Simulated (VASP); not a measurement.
# O2 in VASP: single point with PBE+D3(BJ)

Aim: the single point of O2 with PBE+D3(BJ).

Program: VASP 6.6.1. These are calculated values, not measurements. Logs are shortened: lines on timing, memory, paths and dates and some standing lists are left out, and cuts for length are marked.

## (1) The cell of the first run

The cell holds a molecule in a box, 2 atoms: a = 15.000 Å, b = 15.500 Å, c = 16.000 Å, α = 90.00°, β = 90.00°, γ = 90.00°.

## (2) Single point, PBE+D3(BJ), collinear spin, ferromagnetic start

INCAR reads:

```
SYSTEM = O
PREC = Accurate
ENCUT = 520
EDIFF = 1E-6
ISMEAR = 0
SIGMA = 0.005
LREAL = .FALSE.
LASPH = .TRUE.
NELM = 150
ALGO = Normal
ISIF = 2
LWAVE = .FALSE.
LCHARG = .FALSE.
ISPIN = 2
MAGMOM = 1 1
LORBIT = 11
GGA = PE
IVDW = 12
NBANDS = 17
ISYM = 0
```

KPOINTS reads:

```
regular mesh
0
G
  1 1 1
  0 0 0
```

POSCAR reads:

```
O
1.0
   15.0000000000      0.0000000000      0.0000000000
    0.0000000000     15.5000000000      0.0000000000
    0.0000000000      0.0000000000     16.0000000000
O
2
Direct
    0.4654534673      0.4990082673      0.4800185935
    0.5345465327      0.5009917327      0.5199814065
```

Potentials or basis: VASP PAW PBE potentials, release 64 (O).

Run with:

```console
cat potpaw_PBE.64/O/POTCAR > POTCAR
mpirun -np 1 vasp_gam > vasp.out
```

OUTCAR:

```text
SYSTEM = O
   PREC = Accurate
   ENCUT = 520
   EDIFF = 1E-6
   ISMEAR = 0
   LREAL = .FALSE.
   LASPH = .TRUE.
   NELM = 150
   ISIF = 2
   ISPIN = 2
   LORBIT = 11
   GGA = PE
   IVDW = 12
   ISYM = 0
 IVDW          = 12

 ion  position               nearest neighbor table
   1  0.465  0.499  0.480-   2 1.22
   2  0.535  0.501  0.520-   1 1.22

IMPORTANT INFORMATION: All symmetrisations will be switched off!
NOSYMM: (Re-)initialisation of all symmetry stuff for point group C_1.

----------------------------------------------------------------------------------------

                                     Primitive cell

  volume of cell :    3720.0000

  direct lattice vectors                    reciprocal lattice vectors
    15.000000000  0.000000000  0.000000000     0.066666667  0.000000000  0.000000000
     0.000000000 15.500000000  0.000000000     0.000000000  0.064516129  0.000000000
     0.000000000  0.000000000 16.000000000     0.000000000  0.000000000  0.062500000

  length of vectors
    15.000000000 15.500000000 16.000000000     0.066666667  0.064516129  0.062500000

  position of ions in fractional coordinates (direct lattice)
     0.465453467  0.499008267  0.480018593
     0.534546533  0.500991733  0.519981407

  ion indices of the primitive-cell ions
   primitive index   ion index
                 1           1
                 2           2

----------------------------------------------------------------------------------------

 KPOINTS: regular mesh

Automatic generation of k-mesh.
 Grid dimensions read from file:
 generate k-points for:    1    1    1

 Generating k-lattice:

  Cartesian coordinates                     Fractional coordinates (reciprocal lattice)
     0.066666667  0.000000000  0.000000000     1.000000000  0.000000000  0.000000000
     0.000000000  0.064516129  0.000000000     0.000000000  1.000000000  0.000000000
     0.000000000  0.000000000  0.062500000     0.000000000  0.000000000  1.000000000

  Length of vectors
     0.066666667  0.064516129  0.062500000

  Shift w.r.t. Gamma in fractional coordinates (k-lattice)
     0.000000000  0.000000000  0.000000000

 Subroutine IBZKPT returns following result:
 ===========================================

 Found      1 irreducible k-points:

 Following reciprocal coordinates:
            Coordinates               Weight
  0.000000  0.000000  0.000000      1.000000
   k-points           NKPTS =      1   k-points in BZ     NKDIM =      1   number of bands    NBANDS=     17
   number of dos      NEDOS =    301   number of ions     NIONS =      2
   total plane-waves  NPLWV = ******
   dimension x,y,z NGX =   112 NGY =  120 NGZ =  120
   dimension x,y,z NGXF=   224 NGYF=  240 NGZF=  240
   ions per type =               2
   NGX,Y,Z   is equivalent  to a cutoff of  12.41, 12.87, 12.47 a.u.
   NGXF,Y,Z  is equivalent  to a cutoff of  24.83, 25.74, 24.94 a.u.
 SYSTEM =  O
   PREC   = accura    normal or accurate (medium, high low for compatibility)
   ISTART =      0    job   : 0-new  1-cont  2-samecut
   ICHARG =      2    charge: 1-file 2-atom 10-const
   ISPIN  =      2    spin polarized calculation?
   LNONCOLLINEAR =      F non collinear calculations
   LSORBIT =      F    spin-orbit coupling
   LASPH  =      T    aspherical Exc in radial PAW
   ENCUT  =  520.0 eV  38.22 Ry    6.18 a.u.  27.89 28.82 29.75*2*pi/ulx,y,z
   NELM   =    150;   NELMIN=  2; NELMDL= -5     # of ELM steps
   EDIFF  = 0.1E-05   stopping-criterion for ELM
   LREAL  =      F    real-space projection
   EDIFFG = 0.1E-04   stopping-criterion for IOM
   NSW    =      0    number of steps for IOM
   IBRION =     -1    ionic relax: 0-MD 1-quasi-New 2-CG
   NFREE  =      0    steps in history (QN), initial steepest desc. (CG)
   ISIF   =      2    stress and relaxation
   ISYM   =      0    0-nonsym 1-usesym 2-fastsym
   POTIM  = 0.5000    time-step for ionic-motion
   TEBEG  =    0.0;   TEEND  =   0.0 temperature during run
   PSTRESS=    0.0 pullay stress
   NELECT =      12.0000    total number of electrons
   NUPDOWN=      -1.0000    fix difference up-down
   EMIN   =  10.00;   EMAX   =-10.00  energy-range for DOS
   EFERMI =   0.00;   METHOD = LEGACY
   ISMEAR =     0;   SIGMA  =   0.01  broadening in eV -4-tet -1-fermi 0-gaus
   EFERMI_NEDOS =   21; number of points for ismear=-14 and -15
   IALGO  =     38    algorithm
   IMIX   =      4    mixing-type and parameters
     AMIX     =   0.40;   BMIX     =  1.00
     AMIX_MAG =   1.60;   BMIX_MAG =  1.00
  volume/ion in A,a.u.               =    1860.00     12551.90
  Fermi-wavevector in a.u.,A,eV,Ry     =   0.241892  0.457109  0.796098  0.058512
  Thomas-Fermi vector in A             =   1.048732
   LORBIT       =     11    0 simple, 1 ext, 2 COOP (PROOUT), +10 PAW based schemes
   GGA     = PE    functional components
   LHFCALC =     F    Hartree Fock is set to
   AEXX    =    0.0000 exact exchange contribution
   IVDW    =    12    specifies the selected vdW correction
   LEPSILON=     F    determine dielectric tensor
   LRPA    =     F    only Hartree local field effects (RPA)
 spin polarized calculation
 Gauss-broadening in eV      SIGMA  =   0.01
  energy-cutoff  :      520.00
  volume of cell :     3720.00
 maximum number of plane-waves:     50071
 NGX is ok and might be reduce to   112
   NGX = 55   NGY = 57   NGZ = 59

 number of electron      11.9999999 magnetization       2.0000000

 Free energy of the ion-electron system (eV)
  ---------------------------------------------------
  ext. energy  EPLUGINS =         0.00000000
  ---------------------------------------------------
  free energy    TOTEN  =        -9.87616390 eV

  energy without entropy =       -9.87616390  energy(sigma->0) =       -9.87616390

 E-fermi :  -6.7664     XC(G=0):  -0.1690

 val. band max:       -6.8802752011   @ k =   0.0000   0.0000   0.0000
 cond. band min:      -4.5727847222   @ k =   0.0000   0.0000   0.0000
 fundamental gap:      2.3074904789
 Fermi energy:        -6.7663829873

 spin component 1

 k-point     1 :       0.0000    0.0000    0.0000
  band No.  band energies     occupation
      1     -32.8438      1.00000
      2     -20.5457      1.00000
      3     -13.4487      1.00000
      4     -13.4417      1.00000
      5     -13.4417      1.00000
      6      -6.8803      1.00000
[... 9 lines left out ...]
     16       1.0094      0.00000
     17       1.0276      0.00000
 Fermi energy:        -6.7663829873

 spin component 2

 k-point     1 :       0.0000    0.0000    0.0000
  band No.  band energies     occupation
      1     -31.6405      1.00000
      2     -18.7507      1.00000
      3     -12.5435      1.00000
      4     -11.5787      1.00000
      5     -11.5787      1.00000
      6      -4.5728      0.00000
[... 9 lines left out ...]
     16       1.0709      0.00000
     17       1.0854      0.00000

------------------------ aborting loop because EDIFF is reached ----------------------------------------

 Edisp (eV)   -0.00728

 E8    (eV) :    -0.0020

  FORCE on cell =-STRESS in cart. coord.  units (eV):
  Direction    XX          YY          ZZ          XY          YZ          ZX
  --------------------------------------------------------------------------------------
  -------------------------------------------------------------------------------------
  Total       0.93688    -0.06791     0.31405     0.03002     0.01865     0.62033
  in kB       0.40351    -0.02925     0.13526     0.01293     0.00803     0.26717
  external pressure =        0.17 kB  Pullay stress =        0.00 kB

 VOLUME and BASIS-vectors are now :
 -----------------------------------------------------------------------------
  energy-cutoff  :      520.00
  volume of cell :     3720.00
      direct lattice vectors                 reciprocal lattice vectors
    15.000000000  0.000000000  0.000000000     0.066666667  0.000000000  0.000000000
     0.000000000 15.500000000  0.000000000     0.000000000  0.064516129  0.000000000
     0.000000000  0.000000000 16.000000000     0.000000000  0.000000000  0.062500000

 POSITION                                       TOTAL-FORCE (eV/Angst)
 -----------------------------------------------------------------------------------
      6.98180      7.73463      7.68030        -0.974588     -0.028701     -0.600928
      8.01820      7.76537      8.31970         0.974588      0.028701      0.600928
 -----------------------------------------------------------------------------------
    total drift:                               -0.000002      0.000001      0.000000

  FREE ENERGIE OF THE ION-ELECTRON SYSTEM (eV)
  ---------------------------------------------------
  free  energy   TOTEN  =        -9.8834423348 eV

  energy  without entropy=       -9.8834423348  energy(sigma->0) =       -9.88344233

 total charge

# of ion       s       p       d       tot
------------------------------------------
    1        1.612   3.298   0.000   4.910
    2        1.612   3.298   0.000   4.910
--------------------------------------------------
tot          3.223   6.596   0.000   9.820

 magnetization (x)

# of ion       s       p       d       tot
------------------------------------------
    1        0.010   0.798   0.000   0.809
    2        0.010   0.798   0.000   0.809
--------------------------------------------------
tot          0.020   1.597   0.000   1.617
```

Wall time 7.6 min (1 thread of Intel Xeon Platinum 8559C (Emerald Rapids), shared host); peak memory 3.3 GiB.

Results:

| Item | Value |
| --- | --- |
| Free energy | -9.8834 eV |
| Largest force | 1.145 eV/Å |
| Gap between the frontier levels | 2.31 eV |
| Net moment | 2.00 μB per cell |
| Site moments | O +0.81 μB |
| Valence electrons inside the program's atomic spheres | O 4.91 |
| Dispersion energy per atom | -0.004 eV |

Forces on the atoms (eV/Å):
```
O   -0.975 -0.029 -0.601
O    0.975  0.029  0.601
```

Levels at points of the mesh, in eV from the valence-band top:
Spin up:
| k point | band 5 | band 6 | band 7 | band 8 | band 9 | band 10 |
| --- | --- | --- | --- | --- | --- | --- |
| (0.00, 0.00, 0.00) | -6.56 | 0.00 | 0.00 | 6.66 | 7.16 | 7.28 |
Spin down:
| k point | band 2 | band 3 | band 4 | band 5 | band 6 | band 7 | band 8 | band 9 |
| --- | --- | --- | --- | --- | --- | --- | --- | --- |
| (0.00, 0.00, 0.00) | -11.87 | -5.66 | -4.70 | -4.70 | 2.31 | 2.31 | 6.75 | 7.23 |

Caveat: the standard files for N, O and F lose accuracy on very short bonds.
